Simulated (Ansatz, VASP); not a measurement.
**TlPb2 in VASP and in Ansatz**

Contents of INCAR:

```
PREC = Accurate
ENCUT = 520
EDIFF = 1E-6
ISMEAR = 0
SIGMA = 0.1
LREAL = False
LASPH = True
NELM = 60
ALGO = Fast
ISIF = 2
LWAVE = False
LCHARG = False
GGA = PE
NBANDS = 50
```

Contents of KPOINTS:

```
regular mesh
0
Gamma
  8 8 8
```

File POSCAR:

```
TlPb2
1.0
    0.0000000000      4.8362844711      4.8362844711
    4.8362844711      0.0000000000      4.8362844711
    4.8362844711      4.8362844711      0.0000000000
Tl Pb
2 4
Direct
    0.0000000000      0.0000000000      0.0000000000
    0.2500000000      0.2500000000      0.2500000000
    0.6250000000      0.6250000000      0.6250000000
    0.1250000000      0.6250000000      0.6250000000
    0.6250000000      0.1250000000      0.6250000000
    0.6250000000      0.6250000000      0.1250000000
```

Input for Ansatz:

```yaml
crystal:
  lattice:
    - [0.0, 4.8362844711, 4.8362844711]
    - [4.8362844711, 0.0, 4.8362844711]
    - [4.8362844711, 4.8362844711, 0.0]
  atoms:
    - { symbol: Tl, position: [0.0, 0.0, 0.0] }
    - { symbol: Tl, position: [0.25, 0.25, 0.25] }
    - { symbol: Pb, position: [0.625, 0.625, 0.625] }
    - { symbol: Pb, position: [0.125, 0.625, 0.625] }
    - { symbol: Pb, position: [0.625, 0.125, 0.625] }
    - { symbol: Pb, position: [0.625, 0.625, 0.125] }
basis:
  ecutwfc: 420
kpoints:
  mp_grid: { grid: [8, 8, 8] }
hamiltonian:
  xc: pbe
scf:
  occupations: { method: gaussian, width: 0.1 }
output:
  forces: true
  stress: true
  eigenvalues: true
```

Alike in both runs: task single point; functional PBE; k mesh 8 × 8 × 8; occupations gaussian, width 0.1 eV; no spin polarisation.

|  | VASP | Ansatz |
| --- | --- | --- |
| version | VASP 6.6.1 | Ansatz 0.2.0 |
| potentials or method | VASP PAW PBE potentials, release 64 (Tl_d, Pb_d), cutoff 520 eV | scalar-relativistic, plane waves, PAW |
| valence electrons in the cell | 82 | 82 |

|  | VASP | Ansatz | Ansatz less VASP |
| --- | --- | --- | --- |
| gap on the k mesh at the Fermi level (eV) | none | none | - |
| pressure (GPa) | -2.3 | -2.3 | +0.05 |

A gap of «none» marks a metal or a gap that the smearing closes.

Spin-orbit coupling is off throughout.
